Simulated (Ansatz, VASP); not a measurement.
## In: VASP beside Ansatz

INCAR

```
PREC     = Accurate       # precision mode
ENCUT    = 520            # plane-wave cutoff, eV
EDIFF    = 1E-7           # SCF threshold, eV
ISMEAR   = 0              # smearing method
SIGMA    = 0.15           # smearing width, eV
LREAL    = False          # projectors in reciprocal space
LASPH    = True           # aspherical terms in the spheres
NELM     = 80             # most SCF steps
ALGO     = Fast           # electronic algorithm
ISIF     = 2              # what is computed and relaxed
LWAVE    = False          # write WAVECAR
LCHARG   = False          # write CHGCAR
GGA      = PS             # functional
NBANDS   = 12             # bands
```

KPOINTS

```
regular mesh
0
Gamma
  20 20 20
```

Contents of POSCAR:

```
In
1.0
   -2.1732166424      2.1732166424      1.4125908175
    2.1732166424     -2.1732166424      1.4125908175
    2.1732166424      2.1732166424     -1.4125908175
In
1
Direct
    0.0000000000      0.0000000000      0.0000000000
```

Input for Ansatz:

```yaml
crystal:
  lattice:
    - [-2.1732166424, 2.1732166424, 1.4125908175]
    - [2.1732166424, -2.1732166424, 1.4125908175]
    - [2.1732166424, 2.1732166424, -1.4125908175]
  atoms:
    - { symbol: In, position: [0.0, 0.0, 0.0] }
basis:
  ecutwfc: 420
kpoints:
  mp_grid: { grid: [20, 20, 20] }
hamiltonian:
  xc: pbesol
scf:
  occupations: { method: gaussian, width: 0.15 }
output:
  forces: true
  stress: true
  eigenvalues: true
```

Alike in both runs: task single point; functional PBEsol; k mesh 20 × 20 × 20; occupations gaussian, width 0.15 eV; no spin polarisation.

```csv
,VASP,Ansatz
version,VASP 6.6.1,Ansatz 0.2.0
potentials or method,"VASP PAW PBE potentials, release 64 (In_d), cutoff 520 eV","scalar-relativistic, plane waves, PAW"
valence electrons in the cell,13,13
```

|  | VASP | Ansatz | Ansatz less VASP |
| --- | --- | --- | --- |
| gap on the k mesh at the Fermi level (eV) | none | none | - |
| pressure (GPa) | 1.2 | 1.2 | +0.06 |
| traceless stress, the component that is largest in VASP (GPa) | 7.02 | 7.01 | -0.016 |

VASP's potentials were made for PBE, not for PBEsol. A gap of «none» marks a metal or a gap that the smearing closes.
